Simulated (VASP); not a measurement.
# Br (Pm-3m) in VASP: a series of runs

Runs on Br. Level: PBEsol. Tasks: single point.

Program: VASP 6.6.1. These are calculated values, not measurements. Logs are shortened: lines on timing, memory, paths and dates and some standing lists are left out, and cuts for length are marked.

## Step 1: The cell of the first run

The structure is cubic, space group Pm-3m (No. 221). The conventional cell has a = 4.598 Å, b = 4.598 Å, c = 4.598 Å, α = 90.00°, β = 90.00°, γ = 90.00°. Br (site symmetry 4/mmm) has 8 Br at 3.25 Å within 4.3 Å.

## Step 2: Single point, PBEsol

INCAR reads:

```
PREC     = Accurate       # precision mode
ENCUT    = 520            # plane-wave cutoff, eV
EDIFF    = 1E-6           # SCF threshold, eV
ISMEAR   = 0              # smearing method
SIGMA    = 0.15           # smearing width, eV
LREAL    = F              # projectors in reciprocal space
LASPH    = T              # aspherical terms in the spheres
NELM     = 100            # most SCF steps
ALGO     = Normal         # electronic algorithm
ISIF     = 2              # what is computed and relaxed
LWAVE    = F              # write WAVECAR
LCHARG   = F              # write CHGCAR
GGA      = PS             # functional
NBANDS   = 18             # bands
```

KPOINTS reads:

```
regular mesh
0
Gamma
  5 5 5
```

POSCAR reads:

```
Br
1.0
    4.5976400000      0.0000000000      0.0000000000
    0.0000000000      4.5976400000      0.0000000000
    0.0000000000      0.0000000000      4.5976400000
Br
3
Direct
    0.5000000000      0.0000000000      0.0000000000
    0.0000000000      0.5000000000      0.0000000000
    0.0000000000      0.0000000000      0.5000000000
```

Potentials or basis: VASP PAW PBE potentials, release 64 (Br).

Launch:

```sh
$ cat potpaw_PBE.64/Br/POTCAR > POTCAR
$ mpirun -np 1 vasp_std > vasp.out
```

OUTCAR:

```text
PREC = Accurate
   ENCUT = 520
   EDIFF = 1E-6
   ISMEAR = 0
   LREAL = F
   LASPH = T
   NELM = 100
   ISIF = 2
   GGA = PS

 ion  position               nearest neighbor table
   1  0.500  0.000  0.000-
   2  0.000  0.500  0.000-
   3  0.000  0.000  0.500-

  LATTYP: Found a simple cubic cell.
 ALAT       =     4.5976400000

  Lattice vectors:

 A1 = (   4.5976400000,   0.0000000000,   0.0000000000)
 A2 = (   0.0000000000,   4.5976400000,   0.0000000000)
 A3 = (   0.0000000000,   0.0000000000,   4.5976400000)

Analysis of symmetry for initial positions (statically):
=====================================================================
 Subroutine PRICEL returns:
 Original cell was already a primitive cell.

 Routine SETGRP: Setting up the symmetry group for a
 simple cubic supercell.

 Subroutine GETGRP returns: Found 48 space group operations
 (whereof 48 operations were pure point group operations)
 out of a pool of 48 trial point group operations.

The static configuration has the point symmetry O_h .

Analysis of symmetry for dynamics (positions and initial velocities):
=====================================================================
 Subroutine PRICEL returns:
 Original cell was already a primitive cell.

 Routine SETGRP: Setting up the symmetry group for a
 simple cubic supercell.

 Subroutine GETGRP returns: Found 48 space group operations
 (whereof 48 operations were pure point group operations)
 out of a pool of 48 trial point group operations.

The dynamic configuration has the point symmetry O_h .

 Subroutine INISYM returns: Found 48 space group operations
 (whereof 48 operations are pure point group operations),
 and found     1 'primitive' translations

----------------------------------------------------------------------------------------

                                     Primitive cell

  volume of cell :      97.1863

  direct lattice vectors                    reciprocal lattice vectors
     4.597640000  0.000000000  0.000000000     0.217502893  0.000000000  0.000000000
     0.000000000  4.597640000  0.000000000     0.000000000  0.217502893  0.000000000
     0.000000000  0.000000000  4.597640000     0.000000000  0.000000000  0.217502893

  length of vectors
[... 66 lines left out ...]
   LASPH  =      T    aspherical Exc in radial PAW
   ENCUT  =  520.0 eV  38.22 Ry    6.18 a.u.   8.55  8.55  8.55*2*pi/ulx,y,z
   NELM   =    100;   NELMIN=  2; NELMDL= -5     # of ELM steps
   EDIFF  = 0.1E-05   stopping-criterion for ELM
   LREAL  =      F    real-space projection
   EDIFFG = 0.1E-04   stopping-criterion for IOM
   NSW    =      0    number of steps for IOM
   IBRION =     -1    ionic relax: 0-MD 1-quasi-New 2-CG
   NFREE  =      0    steps in history (QN), initial steepest desc. (CG)
   ISIF   =      2    stress and relaxation
   ISYM   =      2    0-nonsym 1-usesym 2-fastsym
   POTIM  = 0.5000    time-step for ionic-motion
   TEBEG  =    0.0;   TEEND  =   0.0 temperature during run
   PSTRESS=    0.0 pullay stress
   NELECT =      21.0000    total number of electrons
   NUPDOWN=      -1.0000    fix difference up-down
   EMIN   =  10.00;   EMAX   =-10.00  energy-range for DOS
   EFERMI =   0.00;   METHOD = LEGACY
   ISMEAR =     0;   SIGMA  =   0.15  broadening in eV -4-tet -1-fermi 0-gaus
   EFERMI_NEDOS =   21; number of points for ismear=-14 and -15
   IALGO  =     38    algorithm
   IMIX   =      4    mixing-type and parameters
     AMIX     =   0.40;   BMIX     =  1.00
     AMIX_MAG =   1.60;   BMIX_MAG =  1.00
  volume/ion in A,a.u.               =      32.40       218.62
  Fermi-wavevector in a.u.,A,eV,Ry     =   0.982380  1.856430 13.130588  0.965071
  Thomas-Fermi vector in A             =   2.113458
   LORBIT       =      0    0 simple, 1 ext, 2 COOP (PROOUT), +10 PAW based schemes
   GGA     = PS    functional components
   LHFCALC =     F    Hartree Fock is set to
   AEXX    =    0.0000 exact exchange contribution
   IVDW    =     0    specifies the selected vdW correction
   LEPSILON=     F    determine dielectric tensor
   LRPA    =     F    only Hartree local field effects (RPA)
 non-spin polarized calculation
 Gauss-broadening in eV      SIGMA  =   0.15
  energy-cutoff  :      520.00
  volume of cell :       97.19
 maximum number of plane-waves:      2641
 NGX is ok and might be reduce to    36
   NGX = 17   NGY = 17   NGZ = 17

 number of electron      21.0000006 magnetization

 Free energy of the ion-electron system (eV)
  ---------------------------------------------------
  ext. energy  EPLUGINS =         0.00000000
  ---------------------------------------------------
  free energy    TOTEN  =        -3.82795313 eV

  energy without entropy =       -3.75382876  energy(sigma->0) =       -3.79089095

 E-fermi :   0.0754     XC(G=0):  -8.2927

 val. band max:        0.0399863798   @ k =   0.4000   0.0000   0.0000
 cond. band min:       0.1322377284   @ k =   0.4000   0.2000   0.0000
 fundamental gap:      0.0922513486
 Fermi energy:         0.0754479827

 k-point     1 :       0.0000    0.0000    0.0000
  band No.  band energies     occupation
      1     -15.0999      2.00000
      2     -13.3464      2.00000
      3     -13.3464      2.00000
      4      -3.5884      2.00000
      5      -3.5884      2.00000
      6      -3.5884      2.00000
[... 187 lines left out ...]
      5      -3.3618      2.00000
      6      -3.3239      2.00000
[... 10 lines left out ...]
     17      11.0995      0.00000
     18      11.6696      0.00000

------------------------ aborting loop because EDIFF is reached ----------------------------------------

  FORCE on cell =-STRESS in cart. coord.  units (eV):
  Direction    XX          YY          ZZ          XY          YZ          ZX
  --------------------------------------------------------------------------------------
  -------------------------------------------------------------------------------------
  Total       -1.6411749     -1.6411749     -1.6411749      0.0000000      0.0000000     -0.0000000
  in kB      -27.0558112    -27.0558112    -27.0558112      0.0000000      0.0000000     -0.0000000
  external PRESSURE =     -27.0558112 kB  Pullay stress =       0.0000000 kB

 VOLUME and BASIS-vectors are now :
 -----------------------------------------------------------------------------
  energy-cutoff  :      520.00
  volume of cell :       97.19
      direct lattice vectors                 reciprocal lattice vectors
     4.597640000  0.000000000  0.000000000     0.217502893  0.000000000  0.000000000
     0.000000000  4.597640000  0.000000000     0.000000000  0.217502893  0.000000000
     0.000000000  0.000000000  4.597640000     0.000000000  0.000000000  0.217502893

 POSITION                                       TOTAL-FORCE (eV/Angst)
 -----------------------------------------------------------------------------------
      2.29882      0.00000      0.00000         0.000000      0.000000      0.000000
      0.00000      2.29882      0.00000         0.000000      0.000000      0.000000
      0.00000      0.00000      2.29882         0.000000      0.000000      0.000000
 -----------------------------------------------------------------------------------
    total drift:                                0.000000      0.000000     -0.000000

  FREE ENERGIE OF THE ION-ELECTRON SYSTEM (eV)
  ---------------------------------------------------
  free  energy   TOTEN  =        -3.8279531303 eV

  energy  without entropy=       -3.7538287632  energy(sigma->0) =       -3.79089095
```

OSZICAR:

```text
N       E                     dE             d eps       ncg     rms          rms(c)
DAV:   1     0.130969057523E+03    0.13097E+03   -0.85028E+03   360   0.947E+02
DAV:   2     0.563620159057E+01   -0.12533E+03   -0.12254E+03   478   0.171E+02
DAV:   3    -0.375671360554E+01   -0.93929E+01   -0.92879E+01   404   0.538E+01
DAV:   4    -0.385025097399E+01   -0.93537E-01   -0.93498E-01   528   0.632E+00
DAV:   5    -0.385093009288E+01   -0.67912E-03   -0.67903E-03   444   0.533E-01    0.694E+00
DAV:   6    -0.383000721466E+01    0.20923E-01   -0.33755E-02   476   0.791E-01    0.425E+00
DAV:   7    -0.382891250926E+01    0.10947E-02   -0.35302E-02   450   0.857E-01    0.341E-01
DAV:   8    -0.382794355787E+01    0.96895E-03   -0.42917E-03   456   0.291E-01    0.335E-02
DAV:   9    -0.382794944289E+01   -0.58850E-05   -0.89560E-05   490   0.510E-02    0.925E-03
DAV:  10    -0.382795199285E+01   -0.25500E-05   -0.22924E-06   426   0.806E-03    0.361E-03
DAV:  11    -0.382795314512E+01   -0.11523E-05   -0.91515E-07   310   0.550E-03    0.155E-03
DAV:  12    -0.382795313033E+01    0.14791E-07   -0.36626E-08   304   0.124E-03
   1 F= -.38279531E+01 E0= -.37908909E+01  d E =-.741244E-01
```

It took 27 s on 1 thread of AMD EPYC 7R43 (Zen 3), shared host; peak memory 0.16 GiB.

Results:

```yaml
Free_energy: -3.8280 eV
Pressure: -2.7 GPa
```

Caveat: the PAW data sets were made with another functional, which shifts forces and pressure a little; an odd number of electrons without spin polarisation forces a metal; a magnetic or distorted state may lie lower.

## Step 3: Single point, PBEsol

INCAR reads:

```
SYSTEM = Br
PREC = Accurate ; ENCUT = 520
EDIFF = 1E-6 ; ISMEAR = 0
SIGMA = 0.15 ; LREAL = .False.
LASPH = .True. ; NELM = 100
ALGO = Normal ; ISIF = 2
LWAVE = .False. ; LCHARG = .True.
GGA = PS ; LELF = .True.
LVHAR = .True. ; NBANDS = 18
```

KPOINTS reads:

```
regular mesh
0
Gamma
  5 5 5
  0 0 0
```

POSCAR is that of step 2.

Potentials or basis: VASP PAW PBE potentials, release 64 (Br).

Launch:

```sh
$ cat potpaw_PBE.64/Br/POTCAR > POTCAR
$ mpirun -np 1 vasp_std > vasp.out
```

Wall time 36 s (1 thread of AMD EPYC 7R43 (Zen 3), shared host); peak memory 0.15 GiB.

The run converged. Its results:

```yaml
Free_energy: -3.8280 eV
Pressure: -2.7 GPa
```

Levels at points of the mesh, in eV from the Fermi level:
```csv
k point,band 6,band 7,band 8,band 9,band 10,band 11,band 12,band 13,band 14,band 15
"(0.00, 0.00, 0.00)",-3.66,-0.93,-0.93,-0.93,0.34,0.34,0.34,5.02,7.06,8.18
```

Caveat: the PAW data sets were made with another functional, which shifts forces and pressure a little; an odd number of electrons without spin polarisation forces a metal; a magnetic or distorted state may lie lower.
